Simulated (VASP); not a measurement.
Input of a VASP 6.6.1 run:

INCAR

```
SYSTEM = SnO
PREC = Accurate ; ENCUT = 1340
EDIFF = 1E-6 ; ISMEAR = -1
SIGMA = 0.05 ; LREAL = .False.
LASPH = .True. ; NELM = 120
ALGO = Normal ; ISIF = 2
LWAVE = .False. ; LCHARG = .False.
GGA = PS ; NBANDS = 28
GGA_COMPAT = .False.
```

File KPOINTS:

```
regular mesh
0
Gamma
  4 4 3
  0 0 0
```

Contents of POSCAR:

```
SnO
1.0
    3.8136952200      0.0000000000      0.0000000000
    0.0000000000      3.8136952200      0.0000000000
    0.0000000000      0.0000000000      4.8869133000
Sn O
2 2
Direct
    0.5000000000      0.0000000000      0.7646261400
    0.0000000000      0.5000000000      0.2353738600
    0.0000000000      0.0000000000      0.0000000000
    0.5000000000      0.5000000000      0.0000000000
```

Potentials or basis: VASP PAW PBE potentials, release 64 (Sn_d, O_h).

Run with:

```console
$ cat potpaw_PBE.64/Sn_d/POTCAR potpaw_PBE.64/O_h/POTCAR > POTCAR
$ mpirun -np 1 vasp_std > vasp.out
```

**Question.** Predict the band gap on the k mesh.

**Answer.** 0.14 eV (least direct gap 1.98 eV).

**Question.** Estimate the pressure.

**Answer.** -0.4 GPa.

**Question.** Estimate the largest force.

**Answer.** 0.191 eV/Å.

Forces on the atoms (eV/Å):
```
Sn   0.000  0.000 -0.191
Sn   0.000  0.000  0.191
O    0.000  0.000  0.000
O    0.000  0.000  0.000
```

Caveat: the k points lie up to 0.43 Å⁻¹ apart; semilocal functionals underestimate gaps, and a narrow one can read as zero; the PAW data sets were made with another functional, which shifts forces and pressure a little; spin-orbit coupling is left out, which moves the levels of the heavy elements. A k mesh can miss the band edges.
